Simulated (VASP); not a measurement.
Crystal: ZrH.

```
CELL_PARAMETERS angstrom
-1.64391 1.64391 2.50440
1.64391 -1.64391 2.50440
1.64391 1.64391 -2.50440
ATOMIC_POSITIONS crystal
Zr 0.00000 0.00000 0.00000
H 0.75000 0.25000 0.50000
```

* Program: VASP 6.6.1
* Task: relaxation of cell and atoms
* Functional: LDA
* Potentials or basis: VASP PAW LDA potentials, release 64 (Zr_sv, H)
* Cutoff: 600 eV
* k mesh: 11 × 11 × 11
* Occupations: fermi-dirac, width 0.1 eV
* Spin: no spin polarisation

At the start: pressure -6.4 GPa; volume 13.54 Å³/atom.

**Question.** Where does the relaxation end?

**Answer.** Over 6 steps the energy falls by 15.8 meV/atom and the volume is 12.80 Å³/atom (-5.5 %); space group I-4m2 (No. 119, to 0.1 Å) before and after.

Step by step:
```
step  energy change (eV)  largest force (eV/Å)  pressure (GPa)  volume (Å³)
   1              0.0000                0.0000           -6.43        27.07
   2             -0.0258                0.0000            3.04        25.00
   3             -0.0312                0.0000            0.00        25.58
   4             -0.0312                0.0000           -0.14        25.61
   5             -0.0313                0.0000           -0.14        25.61
   6             -0.0315                0.0000           -0.13        25.60
```

Final structure:
```cif
data_structure
_symmetry_space_group_name_H-M 'P 1'
_symmetry_Int_Tables_number 1
_cell_length_a 3.3580
_cell_length_b 3.3580
_cell_length_c 3.3580
_cell_angle_alpha 122.689
_cell_angle_beta 122.689
_cell_angle_gamma 85.402
_cell_volume 25.60
loop_
_atom_site_label
_atom_site_type_symbol
_atom_site_fract_x
_atom_site_fract_y
_atom_site_fract_z
_atom_site_occupancy
Zr1 Zr 0.00000 0.00000 0.00000 1
H1 H 0.75000 0.25000 0.50000 1
```
